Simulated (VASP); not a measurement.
# C (P6_3/mmc) in VASP: further runs

Runs on C. Level: PBEsol. Tasks: single point.

Everything below comes from runs of VASP 6.6.1. Logs are shortened: lines on timing, memory, paths and dates and some standing lists are left out, and cuts for length are marked.

## Step 1: The cell of the first run

The structure is hexagonal, space group P6_3/mmc (No. 194). Conventional cell: a = 2.498 Å, b = 2.498 Å, c = 4.223 Å, α = 90.00°, β = 90.00°, γ = 120.00°. C (site symmetry 3m) has 4 C at 1.54 to 1.58 Å within 2.0 Å.

## Step 2: Single point, PBEsol (strained cell)

File INCAR:

```
SYSTEM = C
PREC     = Accurate       ! precision mode
ENCUT    = 520            ! plane-wave cutoff, eV
EDIFF    = 1E-6           ! SCF threshold, eV
ISMEAR   = 0              ! smearing method
SIGMA    = 0.02           ! smearing width, eV
LREAL    = .False.        ! projectors in reciprocal space
LASPH    = .True.         ! aspherical terms in the spheres
NELM     = 80             ! most SCF steps
ALGO     = Normal         ! electronic algorithm
ISIF     = 2              ! what is computed and relaxed
LWAVE    = .False.        ! write WAVECAR
LCHARG   = .False.        ! write CHGCAR
GGA      = PS             ! functional
NBANDS   = 16             ! bands
```

File KPOINTS:

```
regular mesh
0
Gamma
  9 9 6
  0 0 0
```

File POSCAR:

```
C
1.0
    2.4981307825      0.0000000000      0.0000000000
   -1.2490653912      2.1634447196      0.0000000000
    0.0000000000      0.0000000000      4.2229976408
C
4
Direct
    0.3333333333      0.6666666667     -0.0002608640
    0.6666666667      0.3333333333      0.4997391360
    0.3333333333      0.6666666667      0.3742608640
    0.6666666667      0.3333333333      0.8742608640
```

Potentials or basis: VASP PAW PBE potentials, release 64 (C).

Run with:

```sh
> cat potpaw_PBE.64/C/POTCAR > POTCAR
> mpirun -np 1 vasp_std > vasp.out
```

OUTCAR:

```text
SYSTEM = C
   PREC = Accurate
   ENCUT = 520
   EDIFF = 1E-6
   ISMEAR = 0
   LREAL = .False.
   LASPH = .True.
   NELM = 80
   ISIF = 2
   GGA = PS

 ion  position               nearest neighbor table
   1  0.333  0.667  1.000-   4 1.54   4 1.54   4 1.54   3 1.58
   2  0.667  0.333  0.500-   3 1.54   3 1.54   3 1.54   4 1.58
   3  0.333  0.667  0.374-   2 1.54   2 1.54   2 1.54   1 1.58
   4  0.667  0.333  0.874-   1 1.54   1 1.54   1 1.54   2 1.58

  LATTYP: Found a hexagonal cell.
 ALAT       =     2.4981307825
 C/A-ratio  =     1.6904629935

  Lattice vectors:

 A1 = (   2.4981307825,   0.0000000000,   0.0000000000)
 A2 = (  -1.2490653912,   2.1634447196,   0.0000000000)
 A3 = (   0.0000000000,   0.0000000000,   4.2229976408)

Analysis of symmetry for initial positions (statically):
=====================================================================
 Subroutine PRICEL returns:
 Original cell was already a primitive cell.

 Routine SETGRP: Setting up the symmetry group for a
 hexagonal supercell.

 Subroutine GETGRP returns: Found 24 space group operations
 (whereof  6 operations were pure point group operations)
 out of a pool of 24 trial point group operations.

The static configuration has the point symmetry C_3v.
 The point group associated with its full space group is D_6h.

Analysis of symmetry for dynamics (positions and initial velocities):
=====================================================================
 Subroutine PRICEL returns:
 Original cell was already a primitive cell.

 Routine SETGRP: Setting up the symmetry group for a
 hexagonal supercell.

 Subroutine GETGRP returns: Found 24 space group operations
 (whereof  6 operations were pure point group operations)
 out of a pool of 24 trial point group operations.

The dynamic configuration has the point symmetry C_3v.
 The point group associated with its full space group is D_6h.

 Subroutine INISYM returns: Found 24 space group operations
 (whereof  6 operations are pure point group operations),
 and found     1 'primitive' translations

----------------------------------------------------------------------------------------

                                     Primitive cell

  volume of cell :      22.8235

  direct lattice vectors                    reciprocal lattice vectors
     2.498130783  0.000000000  0.000000000     0.400299299  0.231112908  0.000000000
    -1.249065391  2.163444720  0.000000000     0.000000000  0.462225816  0.000000000
     0.000000000  0.000000000  4.222997641     0.000000000  0.000000000  0.236798617

  length of vectors
     2.498130783  2.498130782  4.222997641     0.462225816  0.462225816  0.236798617

  position of ions in fractional coordinates (direct lattice)
     0.333333333  0.666666667  0.999739136
     0.666666667  0.333333333  0.499739136
     0.333333333  0.666666667  0.374260864
     0.666666667  0.333333333  0.874260864

  ion indices of the primitive-cell ions
   primitive index   ion index
                 1           1
                 2           2
                 3           3
                 4           4

----------------------------------------------------------------------------------------

 KPOINTS: regular mesh

Automatic generation of k-mesh.
 Grid dimensions read from file:
 generate k-points for:    9    9    6

 Generating k-lattice:

  Cartesian coordinates                     Fractional coordinates (reciprocal lattice)
     0.044477700  0.025679212  0.000000000     0.111111111  0.000000000  0.000000000
     0.000000000  0.051358424  0.000000000     0.000000000  0.111111111  0.000000000
     0.000000000  0.000000000  0.039466436     0.000000000  0.000000000  0.166666667

  Length of vectors
     0.051358424  0.051358424  0.039466436

  Shift w.r.t. Gamma in fractional coordinates (k-lattice)
     0.000000000  0.000000000  0.000000000

 Subroutine IBZKPT returns following result:
 ===========================================

 Found     48 irreducible k-points:

 Following reciprocal coordinates:
            Coordinates               Weight
  0.000000  0.000000  0.000000      1.000000
  0.111111  0.000000  0.000000      6.000000
  0.222222  0.000000  0.000000      6.000000
  0.333333  0.000000  0.000000      6.000000
  0.444444  0.000000  0.000000      6.000000
  0.111111  0.111111  0.000000      6.000000
[... 16 lines left out ...]
  0.333333  0.222222  0.166667     24.000000
  0.333333  0.333333  0.166667      4.000000
 [... further k-points ...]
   k-points           NKPTS =     48   k-points in BZ     NKDIM =     48   number of bands    NBANDS=     16
   number of dos      NEDOS =    301   number of ions     NIONS =      4
   total plane-waves  NPLWV =  12800
   dimension x,y,z NGX =    20 NGY =   20 NGZ =   32
   dimension x,y,z NGXF=    40 NGYF=   40 NGZF=   64
   ions per type =               4
   NGX,Y,Z   is equivalent  to a cutoff of  13.31, 13.31, 12.60 a.u.
   NGXF,Y,Z  is equivalent  to a cutoff of  26.62, 26.62, 25.19 a.u.
 SYSTEM =  C
   PREC   = accura    normal or accurate (medium, high low for compatibility)
   ISTART =      0    job   : 0-new  1-cont  2-samecut
   ICHARG =      2    charge: 1-file 2-atom 10-const
   ISPIN  =      1    spin polarized calculation?
   LNONCOLLINEAR =      F non collinear calculations
   LSORBIT =      F    spin-orbit coupling
   LASPH  =      T    aspherical Exc in radial PAW
   ENCUT  =  520.0 eV  38.22 Ry    6.18 a.u.   4.64  4.64  7.85*2*pi/ulx,y,z
   NELM   =     80;   NELMIN=  2; NELMDL= -5     # of ELM steps
   EDIFF  = 0.1E-05   stopping-criterion for ELM
   LREAL  =      F    real-space projection
   EDIFFG = 0.1E-04   stopping-criterion for IOM
   NSW    =      0    number of steps for IOM
   IBRION =     -1    ionic relax: 0-MD 1-quasi-New 2-CG
   NFREE  =      0    steps in history (QN), initial steepest desc. (CG)
   ISIF   =      2    stress and relaxation
   ISYM   =      2    0-nonsym 1-usesym 2-fastsym
   POTIM  = 0.5000    time-step for ionic-motion
   TEBEG  =    0.0;   TEEND  =   0.0 temperature during run
   PSTRESS=    0.0 pullay stress
   NELECT =      16.0000    total number of electrons
   NUPDOWN=      -1.0000    fix difference up-down
   EMIN   =  10.00;   EMAX   =-10.00  energy-range for DOS
   EFERMI =   0.00;   METHOD = LEGACY
   ISMEAR =     0;   SIGMA  =   0.02  broadening in eV -4-tet -1-fermi 0-gaus
   EFERMI_NEDOS =   21; number of points for ismear=-14 and -15
   IALGO  =     38    algorithm
   IMIX   =      4    mixing-type and parameters
     AMIX     =   0.40;   BMIX     =  1.00
     AMIX_MAG =   1.60;   BMIX_MAG =  1.00
  volume/ion in A,a.u.               =       5.71        38.51
  Fermi-wavevector in a.u.,A,eV,Ry     =   1.454301  2.748230 28.776194  2.114991
  Thomas-Fermi vector in A             =   2.571467
   LORBIT       =      0    0 simple, 1 ext, 2 COOP (PROOUT), +10 PAW based schemes
   GGA     = PS    functional components
   LHFCALC =     F    Hartree Fock is set to
   AEXX    =    0.0000 exact exchange contribution
   IVDW    =     0    specifies the selected vdW correction
   LEPSILON=     F    determine dielectric tensor
   LRPA    =     F    only Hartree local field effects (RPA)
 non-spin polarized calculation
 Gauss-broadening in eV      SIGMA  =   0.02
  energy-cutoff  :      520.00
  volume of cell :       22.82
 maximum number of plane-waves:       632
 NGX is ok and might be reduce to    20
   NGX =  9   NGY =  9   NGZ = 15

 number of electron      16.0000000 magnetization

 Free energy of the ion-electron system (eV)
  ---------------------------------------------------
  ext. energy  EPLUGINS =         0.00000000
  ---------------------------------------------------
  free energy    TOTEN  =       -38.38603315 eV

  energy without entropy =      -38.38603315  energy(sigma->0) =      -38.38603315

 E-fermi :  10.0010     XC(G=0): -13.3987

 val. band max:        9.8987524619   @ k =   0.0000   0.0000   0.0000
 cond. band min:      12.9862267250   @ k =   0.3333   0.3333   0.0000
 fundamental gap:      3.0874742631
 Fermi energy:        10.0010215021

 k-point     1 :       0.0000    0.0000    0.0000
  band No.  band energies     occupation
      1     -11.8431      2.00000
      2      -6.4691      2.00000
      3      -3.7867      2.00000
      4       6.9816      2.00000
      5       6.9816      2.00000
      6       9.4146      2.00000
[... 8 lines left out ...]
     15      23.9957      0.00000
     16      27.1575      0.00000

 k-point     2 :       0.1111    0.0000    0.0000
  band No.  band energies     occupation
      1     -11.5333      2.00000
      2      -6.1899      2.00000
      3      -3.4941      2.00000
      4       5.5233      2.00000
      5       6.3742      2.00000
      6       8.6522      2.00000
[... 8 lines left out ...]
     15      24.3768      0.00000
     16      26.3811      0.00000

 k-point     3 :       0.2222    0.0000    0.0000
  band No.  band energies     occupation
      1     -10.6104      2.00000
      2      -5.3575      2.00000
      3      -2.6554      2.00000
      4       2.4880      2.00000
      5       5.1940      2.00000
      6       6.0374      2.00000
[... 8 lines left out ...]
     15      24.4242      0.00000
     16      25.2110      0.00000

 k-point     4 :       0.3333    0.0000    0.0000
  band No.  band energies     occupation
      1      -9.1012      2.00000
      2      -3.9917      2.00000
      3      -1.7710      2.00000
      4      -0.3530      2.00000
      5       3.1512      2.00000
      6       4.1779      2.00000
[... 8 lines left out ...]
     15      24.7280      0.00000
     16      26.2897      0.00000

 k-point     5 :       0.4444    0.0000    0.0000
  band No.  band energies     occupation
      1      -7.1434      2.00000
      2      -3.9971      2.00000
      3      -2.1871      2.00000
      4       0.4159      2.00000
      5       0.5102      2.00000
      6       3.6224      2.00000
[... 8 lines left out ...]
     15      26.1378      0.00000
     16      27.6929      0.00000

 k-point     6 :       0.1111    0.1111    0.0000
  band No.  band energies     occupation
      1     -10.9169      2.00000
      2      -5.6341      2.00000
      3      -2.9263      2.00000
      4       3.6512      2.00000
      5       5.0470      2.00000
      6       7.0103      2.00000
[... 8 lines left out ...]
     15      25.1642      0.00000
     16      25.2058      0.00000
[... 267 lines left out ...]
 k-point    21 :       0.4444    0.1111    0.1667
  band No.  band energies     occupation
      1      -6.1106      2.00000
      2      -4.4302      2.00000
      3      -2.2468      2.00000
      4      -0.7117      2.00000
      5       1.8134      2.00000
      6       2.7511      2.00000
[... 8 lines left out ...]
     15      25.5584      0.00000
     16      27.7348      0.00000

 k-point    22 :       0.2222    0.2222    0.1667
  band No.  band energies     occupation
      1      -8.0393      2.00000
      2      -4.1288      2.00000
      3      -1.2070      2.00000
      4       1.0952      2.00000
      5       1.3765      2.00000
      6       2.4132      2.00000
[... 8 lines left out ...]
     15      23.3961      0.00000
     16      25.9146      0.00000

 k-point    23 :       0.3333    0.2222    0.1667
  band No.  band energies     occupation
      1      -6.1289      2.00000
      2      -3.4178      2.00000
      3      -2.2023      2.00000
      4       0.1419      2.00000
      5       0.4283      2.00000
      6       2.3825      2.00000
[... 8 lines left out ...]
     15      24.8955      0.00000
     16      26.2772      0.00000

 k-point    24 :       0.3333    0.3333    0.1667
  band No.  band energies     occupation
      1      -4.4289      2.00000
      2      -4.4289      2.00000
      3      -1.0558      2.00000
      4      -0.6493      2.00000
      5      -0.6493      2.00000
      6       2.2906      2.00000
[... 8 lines left out ...]
     15      25.4664      0.00000
     16      25.4664      0.00000

 [... further k-points ...]

------------------------ aborting loop because EDIFF is reached ----------------------------------------

  FORCE on cell =-STRESS in cart. coord.  units (eV):
  Direction    XX          YY          ZZ          XY          YZ          ZX
  --------------------------------------------------------------------------------------
  -------------------------------------------------------------------------------------
  Total        0.1735925      0.1735925     -2.5621459      0.0000000      0.0000000     -0.0000000
  in kB       12.1859575     12.1859575   -179.8591843      0.0000000      0.0000000     -0.0000000
  external PRESSURE =     -51.8290898 kB  Pullay stress =       0.0000000 kB

 VOLUME and BASIS-vectors are now :
 -----------------------------------------------------------------------------
  energy-cutoff  :      520.00
  volume of cell :       22.82
      direct lattice vectors                 reciprocal lattice vectors
     2.498130783  0.000000000  0.000000000     0.400299299  0.231112908  0.000000000
    -1.249065391  2.163444720  0.000000000     0.000000000  0.462225816  0.000000000
     0.000000000  0.000000000  4.222997641     0.000000000  0.000000000  0.236798617

 POSITION                                       TOTAL-FORCE (eV/Angst)
 -----------------------------------------------------------------------------------
     -0.00000      1.44230      4.22190        -0.000000      0.000000      0.013364
      1.24907      0.72115      2.11040         0.000000      0.000000      0.013364
     -0.00000      1.44230      1.58050        -0.000000      0.000000     -0.013364
      1.24907      0.72115      3.69200         0.000000     -0.000000     -0.013364
 -----------------------------------------------------------------------------------
    total drift:                               -0.000000      0.000000      0.000007

  FREE ENERGIE OF THE ION-ELECTRON SYSTEM (eV)
  ---------------------------------------------------
  free  energy   TOTEN  =       -38.3860331542 eV

  energy  without entropy=      -38.3860331542  energy(sigma->0) =      -38.38603315
```

It took 17 s on 1 thread of Intel Xeon Platinum 8259CL at 2.50GHz (Skylake/Cascade Lake), shared host; peak memory 0.13 GiB.

Results:

```
Free energy            : -38.3860 eV
Pressure               : -5.2 GPa
Largest force          : 0.013 eV/Å
Band gap on the k mesh : 3.09 eV, indirect (least direct gap 4.85 eV)
```

Forces on the atoms (eV/Å):
```
C    0.000  0.000  0.013
C    0.000  0.000  0.013
C    0.000  0.000 -0.013
C    0.000  0.000 -0.013
```

Levels at points of the mesh, in eV from the valence-band top:
```csv
k point,band 6,band 7,band 8,band 9,band 10,band 11
"(0.00, 0.00, 0.00)",-0.48,0.00,0.00,4.85,5.10,5.10
"(0.00, 0.00, 0.50)",-1.74,-1.74,-1.74,7.28,7.28,7.28
```

Caveat: the cell differs from its parent crystal (strained cell); the PAW data sets were made with another functional, which shifts forces and pressure a little. A k mesh can miss the band edges.

## Step 3: Single point, PBEsol (strained cell)

File INCAR:

```
PREC = Accurate
ENCUT = 520
EDIFF = 1E-7
ISMEAR = 0
SIGMA = 0.02
LREAL = False
LASPH = True
NELM = 80
ALGO = Normal
ISIF = 2
LWAVE = False
LCHARG = False
GGA = PS
NBANDS = 16
```

File KPOINTS:

```
Automatic mesh
0
Gamma
  9 9 6
```

Edit POSCAR of step 2 so:

```diff
@@ -2,4 +2,4 @@
 1.0
-    2.4981307825      0.0000000000      0.0000000000
-   -1.2490653912      2.1634447196      0.0000000000
+    2.4982824898      0.0000000000      0.0000000000
+   -1.2491412449      2.1635761020      0.0000000000
     0.0000000000      0.0000000000      4.2229976408
```

Potentials or basis: VASP PAW PBE potentials, release 64 (C).

Run with:

```sh
> cat potpaw_PBE.64/C/POTCAR > POTCAR
> mpirun -np 1 vasp_std > vasp.out
```

Wall time 16 s (1 thread of Intel Xeon Platinum 8259CL at 2.50GHz (Skylake/Cascade Lake), shared host); peak memory 0.13 GiB.

It converged, with:

```yaml
Free_energy: -38.3861 eV
Pressure: -5.2 GPa
Largest_force: 0.013 eV/Å
Band_gap_on_the_k_mesh: 3.09 eV, indirect (least direct gap 4.85 eV)
```

Forces on the atoms (eV/Å):
```
C    0.000  0.000  0.013
C    0.000  0.000  0.013
C    0.000  0.000 -0.013
C    0.000  0.000 -0.013
```

Stress tensor (GPa, compression positive):
```
  1.14   0.00   0.00
  0.00   1.14   0.00
  0.00   0.00 -17.98
```

Levels at points of the mesh, in eV from the valence-band top:
```
           k point  band 4  band 5  band 6  band 7  band 8  band 9  band 10  band 11  band 12  band 13
(0.00, 0.00, 0.00)   -2.92   -2.92   -0.48    0.00    0.00    4.85     5.09     5.09     8.44     9.46
(0.00, 0.00, 0.50)   -7.20   -1.74   -1.74   -1.74   -1.74    7.28     7.28     7.28     7.28     7.77
```

Caveat: the cell differs from its parent crystal (strained cell); the PAW data sets were made with another functional, which shifts forces and pressure a little. A k mesh can miss the band edges.
